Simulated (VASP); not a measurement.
Here is a VASP 6.6.1 calculation.

INCAR

```
SYSTEM = AlO2
PREC = Accurate ; ENCUT = 520
EDIFF = 1E-7 ; ISMEAR = 0
SIGMA = 0.1 ; LREAL = .False.
LASPH = .True. ; NELM = 100
ALGO = Normal ; ISIF = 2
LWAVE = .False. ; LCHARG = .True.
GGA = PS ; LELF = .True.
LVHAR = .True. ; NBANDS = 24
```

File KPOINTS:

```
Automatic mesh
0
Gamma
  12 12 10
  0 0 0
```

POSCAR

```
AlO2
1.0
    1.4881620000     -5.4028330000      0.0000000000
    1.4881620000      5.4028330000      0.0000000000
    0.0000000000      0.0000000000      3.6466120000
Al O
2 4
Direct
    0.3318670000      0.6681330000      0.2500000000
    0.6681330000      0.3318670000      0.7500000000
    0.7058160000      0.2941840000      0.2500000000
    0.2941840000      0.7058160000      0.7500000000
    0.9389280000      0.0610720000      0.2500000000
    0.0610720000      0.9389280000      0.7500000000
```

Potentials or basis: VASP PAW PBE potentials, release 64 (Al, O).

The run is started by

```bash
$ cat potpaw_PBE.64/Al/POTCAR potpaw_PBE.64/O/POTCAR > POTCAR
$ mpirun -np 1 vasp_std > vasp.out
```

Question: What does it give for the pressure?

Answer: -5.9 GPa.

Question: Estimate the largest force.

Answer: 0.666 eV/Å.

Question: Predict the band gap on the k mesh.

Answer: Zero (bands 15 and 16 overlap by 0.58 eV).

Stress tensor (GPa, compression positive):
```
-6.21  0.00  0.00
 0.00 -6.78  0.00
 0.00  0.00 -4.84
```

Caveat: the cell stands under tension; the PAW data sets were made with another functional, which shifts forces and pressure a little.
